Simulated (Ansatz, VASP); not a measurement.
AlNi3: VASP beside Ansatz

```
CELL_PARAMETERS angstrom
3.79510 0.00000 0.00000
0.00000 3.79510 0.00000
0.00000 0.00000 3.79510
ATOMIC_POSITIONS crystal
Al 0.00000 0.00000 0.00000
Ni 0.00000 0.50000 0.50000
Ni 0.50000 0.00000 0.50000
Ni 0.50000 0.50000 0.00000
```

Change from the starting cell: volume scaled by 1.25, no spin polarisation, PAW files.

Alike in both runs: task single point; functional PBE; k mesh 10 × 10 × 10; occupations fermi-dirac, width 0.03 eV; no spin polarisation.

|  | VASP | Ansatz |
| --- | --- | --- |
| version | VASP 6.6.1 | Ansatz 0.2.0 |
| potentials or method | VASP PAW PBE potentials, release 64 (Al, Ni) | PAW with Ansatz's default frozen-core files, scalar-relativistic |
| plane-wave cutoff (eV) | 520 | 420 |
| valence electrons in the cell | 33 | 57 |

VASP gave:

* pressure (GPa): -21.8

Q: What did Ansatz give for the same quantities?

A: Pressure (GPa): -22.2.

VASP's potentials hold 33 valence electrons a cell and Ansatz's 57, so a difference there can come from the potentials and not from the codes.
